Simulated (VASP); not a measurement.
# CdTe (Cmcm) in VASP: further runs

CdTe is run at these levels: PBE; tasks: single point.

Everything below comes from runs of VASP 6.6.1. Logs are shortened: lines on timing, memory, paths and dates and some standing lists are left out, and cuts for length are marked.

## Step 1: The cell of the first run

The structure is orthorhombic, space group Cmcm (No. 63). The conventional cell has a = 6.171 Å, b = 6.230 Å, c = 6.131 Å, α = 90.00°, β = 90.00°, γ = 90.00°. Te (site symmetry m2m) has 6 Cd at 3.05 to 3.18 Å within 4.0 Å. Cd (site symmetry m2m) has 6 Te at 3.05 to 3.18 Å within 4.0 Å.

## Step 2: Single point, PBE

Contents of INCAR:

```
ALGO     = Normal         # electronic algorithm
EDIFF    = 1E-6           # SCF threshold, eV
ENCUT    = 520            # plane-wave cutoff, eV
GGA      = PE             # functional
ISIF     = 2              # what is computed and relaxed
ISMEAR   = -1             # smearing method
LASPH    = T              # aspherical terms in the spheres
LCHARG   = F              # write CHGCAR
LREAL    = F              # projectors in reciprocal space
LWAVE    = F              # write WAVECAR
NBANDS   = 26             # bands
NELM     = 100            # most SCF steps
PREC     = Accurate       # precision mode
SIGMA    = 0.05           # smearing width, eV
```

Contents of KPOINTS:

```
k-points
0
Gamma
  6 6 5
```

Contents of POSCAR:

```
CdTe
1.0
    3.0855915320     -3.1151036966      0.0000000000
    3.0855915320      3.1151036966      0.0000000000
    0.0000000000      0.0000000000      6.1309886192
Te Cd
2 2
Direct
    0.2338630000      0.7661370000      0.2500000000
    0.7661370000      0.2338630000      0.7500000000
    0.7229700000      0.2770300000      0.2500000000
    0.2770300000      0.7229700000      0.7500000000
```

Potentials or basis: VASP PAW PBE potentials, release 64 (Te, Cd).

Run with:

```sh
$ cat potpaw_PBE.64/Te/POTCAR potpaw_PBE.64/Cd/POTCAR > POTCAR
$ mpirun -np 1 vasp_std > vasp.out
```

OUTCAR:

```text
EDIFF = 1E-6
   ENCUT = 520
   GGA = PE
   ISIF = 2
   ISMEAR = -1
   LASPH = T
   LREAL = F
   NELM = 100
   PREC = Accurate

 ion  position               nearest neighbor table
   1  0.234  0.766  0.250-   3 3.05   4 3.08   4 3.08   3 3.09   3 3.09   3 3.18
   2  0.766  0.234  0.750-   4 3.05   3 3.08   3 3.08   4 3.09   4 3.09   4 3.18
   3  0.723  0.277  0.250-   1 3.05   2 3.08   2 3.08   1 3.09   1 3.09   1 3.18
   4  0.277  0.723  0.750-   2 3.05   1 3.08   1 3.08   2 3.09   2 3.09   2 3.18

  LATTYP: Found a base centered orthorhombic cell.
 ALAT       =     6.1711830640
 B/A-ratio  =     1.0095645079
 C/A-ratio  =     0.9934867522

  Lattice vectors:

 A1 = (   3.0855915320,  -3.1151036966,   0.0000000000)
 A2 = (   3.0855915320,   3.1151036966,   0.0000000000)
 A3 = (   0.0000000000,   0.0000000000,   6.1309886192)

Analysis of symmetry for initial positions (statically):
=====================================================================
 Subroutine PRICEL returns:
 Original cell was already a primitive cell.

 Routine SETGRP: Setting up the symmetry group for a
 base centered orthorhombic supercell.

 Subroutine GETGRP returns: Found  8 space group operations
 (whereof  4 operations were pure point group operations)
 out of a pool of  8 trial point group operations.

The static configuration has the point symmetry C_2h.
 The point group associated with its full space group is D_2h.

Analysis of symmetry for dynamics (positions and initial velocities):
=====================================================================
 Subroutine PRICEL returns:
 Original cell was already a primitive cell.

 Routine SETGRP: Setting up the symmetry group for a
 base centered orthorhombic supercell.

 Subroutine GETGRP returns: Found  8 space group operations
 (whereof  4 operations were pure point group operations)
 out of a pool of  8 trial point group operations.

The dynamic configuration has the point symmetry C_2h.
 The point group associated with its full space group is D_2h.

 Subroutine INISYM returns: Found  8 space group operations
 (whereof  4 operations are pure point group operations),
 and found     1 'primitive' translations

----------------------------------------------------------------------------------------

                                     Primitive cell

  volume of cell :     117.8614

  direct lattice vectors                    reciprocal lattice vectors
     3.085591532 -3.115103697  0.000000000     0.162043483 -0.160508300  0.000000000
     3.085591532  3.115103697  0.000000000     0.162043483  0.160508300  0.000000000
     0.000000000  0.000000000  6.130988619     0.000000000  0.000000000  0.163105832

  length of vectors
     4.384603305  4.384603305  6.130988619     0.228081137  0.228081137  0.163105832

  position of ions in fractional coordinates (direct lattice)
     0.233863000  0.766137000  0.250000000
     0.766137000  0.233863000  0.750000000
     0.722970000  0.277030000  0.250000000
     0.277030000  0.722970000  0.750000000

  ion indices of the primitive-cell ions
   primitive index   ion index
                 1           1
                 2           2
                 3           3
                 4           4

----------------------------------------------------------------------------------------

 KPOINTS: k-points

Automatic generation of k-mesh.
 Grid dimensions read from file:
 generate k-points for:    6    6    5

 Generating k-lattice:

  Cartesian coordinates                     Fractional coordinates (reciprocal lattice)
     0.027007247 -0.026751383  0.000000000     0.166666667  0.000000000  0.000000000
     0.027007247  0.026751383  0.000000000     0.000000000  0.166666667  0.000000000
     0.000000000  0.000000000  0.032621166     0.000000000  0.000000000  0.200000000

  Length of vectors
     0.038013523  0.038013523  0.032621166

  Shift w.r.t. Gamma in fractional coordinates (k-lattice)
     0.000000000  0.000000000  0.000000000

 Subroutine IBZKPT returns following result:
 ===========================================

 Found     39 irreducible k-points:

 Following reciprocal coordinates:
            Coordinates               Weight
  0.000000  0.000000  0.000000      1.000000
  0.166667  0.000000  0.000000      4.000000
  0.333333  0.000000  0.000000      4.000000
  0.500000  0.000000  0.000000      2.000000
  0.166667  0.166667  0.000000      2.000000
  0.333333  0.166667  0.000000      4.000000
[... 16 lines left out ...]
  0.333333  0.333333  0.200000      4.000000
  0.500000  0.333333  0.200000      8.000000
 [... further k-points ...]
   k-points           NKPTS =     39   k-points in BZ     NKDIM =     39   number of bands    NBANDS=     26
   number of dos      NEDOS =    301   number of ions     NIONS =      4
   total plane-waves  NPLWV =  62208
   dimension x,y,z NGX =    36 NGY =   36 NGZ =   48
   dimension x,y,z NGXF=    72 NGYF=   72 NGZF=   96
   ions per type =               2   2
   NGX,Y,Z   is equivalent  to a cutoff of  13.65, 13.65, 13.02 a.u.
   NGXF,Y,Z  is equivalent  to a cutoff of  27.30, 27.30, 26.03 a.u.
 SYSTEM =  unknown system
   PREC   = accura    normal or accurate (medium, high low for compatibility)
   ISTART =      0    job   : 0-new  1-cont  2-samecut
   ICHARG =      2    charge: 1-file 2-atom 10-const
   ISPIN  =      1    spin polarized calculation?
   LNONCOLLINEAR =      F non collinear calculations
   LSORBIT =      F    spin-orbit coupling
   LASPH  =      T    aspherical Exc in radial PAW
   ENCUT  =  520.0 eV  38.22 Ry    6.18 a.u.   8.15  8.15 11.40*2*pi/ulx,y,z
   NELM   =    100;   NELMIN=  2; NELMDL= -5     # of ELM steps
   EDIFF  = 0.1E-05   stopping-criterion for ELM
   LREAL  =      F    real-space projection
   EDIFFG = 0.1E-04   stopping-criterion for IOM
   NSW    =      0    number of steps for IOM
   IBRION =     -1    ionic relax: 0-MD 1-quasi-New 2-CG
   NFREE  =      0    steps in history (QN), initial steepest desc. (CG)
   ISIF   =      2    stress and relaxation
   ISYM   =      2    0-nonsym 1-usesym 2-fastsym
   POTIM  = 0.5000    time-step for ionic-motion
   TEBEG  =    0.0;   TEEND  =   0.0 temperature during run
   PSTRESS=    0.0 pullay stress
   NELECT =      36.0000    total number of electrons
   NUPDOWN=      -1.0000    fix difference up-down
   EMIN   =  10.00;   EMAX   =-10.00  energy-range for DOS
   EFERMI =   0.00;   METHOD = LEGACY
   ISMEAR =    -1;   SIGMA  =   0.05  broadening in eV -4-tet -1-fermi 0-gaus
   EFERMI_NEDOS =   21; number of points for ismear=-14 and -15
   IALGO  =     38    algorithm
   IMIX   =      4    mixing-type and parameters
     AMIX     =   0.40;   BMIX     =  1.00
     AMIX_MAG =   1.60;   BMIX_MAG =  1.00
  volume/ion in A,a.u.               =      29.47       198.84
  Fermi-wavevector in a.u.,A,eV,Ry     =   1.102517  2.083454 16.538468  1.215543
  Thomas-Fermi vector in A             =   2.238961
   LORBIT       =      0    0 simple, 1 ext, 2 COOP (PROOUT), +10 PAW based schemes
   GGA     = PE    functional components
   LHFCALC =     F    Hartree Fock is set to
   AEXX    =    0.0000 exact exchange contribution
   IVDW    =     0    specifies the selected vdW correction
   LEPSILON=     F    determine dielectric tensor
   LRPA    =     F    only Hartree local field effects (RPA)
 non-spin polarized calculation
  energy-cutoff  :      520.00
  volume of cell :      117.86
 maximum number of plane-waves:      3192
 NGX is ok and might be reduce to    36
   NGX = 17   NGY = 17   NGZ = 23

 number of electron      35.9999992 magnetization

 Free energy of the ion-electron system (eV)
  ---------------------------------------------------
  ext. energy  EPLUGINS =         0.00000000
  ---------------------------------------------------
  free energy    TOTEN  =        -8.86840083 eV

  energy without entropy =       -8.84819419  energy(sigma->0) =       -8.85829751

 E-fermi :   3.6000     XC(G=0):  -9.5533

 val. band max:        3.5476865042   @ k =   0.3333   0.0000   0.2000
 cond. band min:       3.6129850295   @ k =  -0.1667   0.1667   0.4000
 fundamental gap:      0.0652985253
 Fermi energy:         3.5999953349

 k-point     1 :       0.0000    0.0000    0.0000
  band No.  band energies     occupation
      1      -7.7798      2.00000
      2      -7.0016      2.00000
      3      -4.6668      2.00000
      4      -4.6553      2.00000
      5      -4.6415      2.00000
      6      -4.6201      2.00000
[... 18 lines left out ...]
     25      11.1151      0.00000
     26      11.2595      0.00000

 k-point     2 :       0.1667    0.0000    0.0000
  band No.  band energies     occupation
      1      -7.6474      2.00000
      2      -6.9456      2.00000
      3      -4.6787      2.00000
      4      -4.6639      2.00000
      5      -4.6524      2.00000
      6      -4.6337      2.00000
[... 18 lines left out ...]
     25      10.7319      0.00000
     26      11.2029      0.00000

 k-point     3 :       0.3333    0.0000    0.0000
  band No.  band energies     occupation
      1      -7.3105      2.00000
      2      -6.8594      2.00000
      3      -4.7288      2.00000
      4      -4.7200      2.00000
      5      -4.6692      2.00000
      6      -4.6332      2.00000
[... 18 lines left out ...]
     25       9.5513      0.00000
     26      11.0202      0.00000

 k-point     4 :       0.5000    0.0000    0.0000
  band No.  band energies     occupation
      1      -7.0139      2.00000
      2      -6.9138      2.00000
      3      -4.7514      2.00000
      4      -4.7479      2.00000
      5      -4.6599      2.00000
      6      -4.6510      2.00000
[... 18 lines left out ...]
     25       9.6316      0.00000
     26      10.3180      0.00000
[... 496 lines left out ...]
      1      -7.4474      2.00000
      2      -6.9248      2.00000
      3      -4.7085      2.00000
      4      -4.6795      2.00000
      5      -4.6664      2.00000
      6      -4.6381      2.00000
[... 18 lines left out ...]
     25       9.6290      0.00000
     26      10.9652      0.00000

 k-point    23 :       0.3333    0.3333    0.2000
  band No.  band energies     occupation
      1      -7.0595      2.00000
      2      -6.8882      2.00000
      3      -4.6948      2.00000
      4      -4.6560      2.00000
      5      -4.6513      2.00000
      6      -4.6346      2.00000
[... 18 lines left out ...]
     25      11.1195      0.00000
     26      11.2880      0.00000

 k-point    24 :       0.5000    0.3333    0.2000
  band No.  band energies     occupation
      1      -6.9820      2.00000
      2      -6.9417      2.00000
      3      -4.6624      2.00000
      4      -4.6587      2.00000
      5      -4.6523      2.00000
      6      -4.6477      2.00000
[... 18 lines left out ...]
     25      11.0122      0.00000
     26      11.1072      0.00000

 [... further k-points ...]

------------------------ aborting loop because EDIFF is reached ----------------------------------------

  FORCE on cell =-STRESS in cart. coord.  units (eV):
  Direction    XX          YY          ZZ          XY          YZ          ZX
  --------------------------------------------------------------------------------------
  -------------------------------------------------------------------------------------
  Total       -0.7356327     -0.7199164     -0.6589625      0.0000000     -0.0000000      0.0000000
  in kB      -10.0000041     -9.7863602     -8.9577686      0.0000000     -0.0000000      0.0000000
  external PRESSURE =      -9.5813776 kB  Pullay stress =       0.0000000 kB

 VOLUME and BASIS-vectors are now :
 -----------------------------------------------------------------------------
  energy-cutoff  :      520.00
  volume of cell :      117.86
      direct lattice vectors                 reciprocal lattice vectors
     3.085591532 -3.115103697  0.000000000     0.162043483 -0.160508300  0.000000000
     3.085591532  3.115103697  0.000000000     0.162043483  0.160508300  0.000000000
     0.000000000  0.000000000  6.130988619     0.000000000  0.000000000  0.163105832

 POSITION                                       TOTAL-FORCE (eV/Angst)
 -----------------------------------------------------------------------------------
      3.08559      1.65809      1.53275         0.000000     -0.023789      0.000000
      3.08559     -1.65809      4.59824         0.000000      0.023789     -0.000000
      3.08559     -1.38915      1.53275         0.000000     -0.032160     -0.000000
      3.08559      1.38915      4.59824         0.000000      0.032160      0.000000
 -----------------------------------------------------------------------------------
    total drift:                               -0.000000     -0.000000      0.000000

  FREE ENERGIE OF THE ION-ELECTRON SYSTEM (eV)
  ---------------------------------------------------
  free  energy   TOTEN  =        -8.8684008321 eV

  energy  without entropy=       -8.8481941868  energy(sigma->0) =       -8.85829751
```

Run time: 2.7 min. Hardware: 1 thread of AMD EPYC 7R13, shared host; peak memory 0.27 GiB.

What came out:

```yaml
Free_energy: -8.8684 eV
Pressure: -1.0 GPa
Largest_force: 0.032 eV/Å
Band_gap_on_the_k_mesh: zero (band 18 reaches 3.64 eV, above the bottom of band 19 at 2.35 eV)
```

Forces in eV/Å, atoms in the order of the input:
```
Te   0.000 -0.024  0.000
Te   0.000  0.024  0.000
Cd   0.000 -0.032  0.000
Cd   0.000  0.032  0.000
```

Caveat: spin-orbit coupling is left out, which moves the levels of the heavy elements.

## Step 3: Single point, PBE

This run uses another cell than the first one, of 30.04 Å³/atom, 1.020 times its volume.

Contents of INCAR:

```
  PREC = Accurate
  ENCUT = 520
  EDIFF = 1E-6
  ISMEAR = -1
  SIGMA = 0.05
  LREAL = F
  LASPH = T
  NELM = 100
  ALGO = Normal
  ISIF = 2
  LWAVE = F
  LCHARG = F
  GGA = PE
  NBANDS = 26
```

Contents of KPOINTS:

```
Automatic mesh
0
Gamma
  6 6 5
```

Contents of POSCAR:

```
CdTe
1.0
    3.1056284021     -3.1353322095      0.0000000000
    3.1056284021      3.1353322095      0.0000000000
    0.0000000000      0.0000000000      6.1708013492
Te Cd
2 2
Direct
    0.2338630000      0.7661370000      0.2500000000
    0.7661370000      0.2338630000      0.7500000000
    0.7229700000      0.2770300000      0.2500000000
    0.2770300000      0.7229700000      0.7500000000
```

Potentials or basis: VASP PAW PBE potentials, release 64 (Te, Cd).

Run with:

```sh
$ cat potpaw_PBE.64/Te/POTCAR potpaw_PBE.64/Cd/POTCAR > POTCAR
$ mpirun -np 1 vasp_std > vasp.out
```

Wall time 2.4 min (1 thread of AMD EPYC 7R13, shared host); peak memory 0.28 GiB.

Results (log left out):

```yaml
Free_energy: -8.8493 eV
Pressure: -1.7 GPa
Largest_force: 0.042 eV/Å
Band_gap_on_the_k_mesh: zero (band 18 reaches 3.45 eV, above the bottom of band 19 at 2.18 eV)
```

Forces on the atoms (eV/Å):
```
Te   0.000 -0.042  0.000
Te   0.000  0.042  0.000
Cd   0.000 -0.023  0.000
Cd   0.000  0.023  0.000
```

Levels at points of the mesh, in eV from the Fermi level:
```csv
k point,band 16,band 17,band 18,band 19,band 20,band 21
"(0.00, 0.00, 0.00)",-1.27,-0.43,-0.39,-0.34,0.08,4.32
"(0.50, 0.00, 0.00)",-2.15,-0.26,-0.19,2.51,2.61,4.34
"(0.50, 0.50, 0.00)",-1.87,-1.83,-1.83,-1.23,-1.18,4.21
```

Caveat: spin-orbit coupling is left out, which moves the levels of the heavy elements.
